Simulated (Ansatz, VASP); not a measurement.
Au in VASP and in Ansatz

```
Au
1.0
     2.90000    0.00000    0.00000
    -1.45000    2.51147    0.00000
     0.00000    0.00000    4.88000
Au
2
Cartesian
  0.0000 1.6743 3.6600
  1.4500 0.8372 1.2200
```

Alike in both runs: task electric field gradients; functional LDA; k mesh 14 × 14 × 8; occupations fermi-dirac, width 0.03 eV; no spin polarisation.

```csv
,VASP,Ansatz
version,VASP 6.6.1,Ansatz 0.2.0
potentials or method,"VASP PAW LDA potentials, release 64 (Au_sv_GW)","PAW with Ansatz's default frozen-core files, scalar-relativistic"
plane-wave cutoff (eV),400,420
valence electrons in the cell,38,38
```

```tsv
	VASP	Ansatz	Ansatz less VASP
size of Vzz on the site where it differs most (V/Å²)	15.3	9.9	-5.38
```

LDA's correlation is that of Perdew and Zunger in VASP and of Perdew and Wang (1992) in Ansatz.

Neither program's run includes spin-orbit coupling.
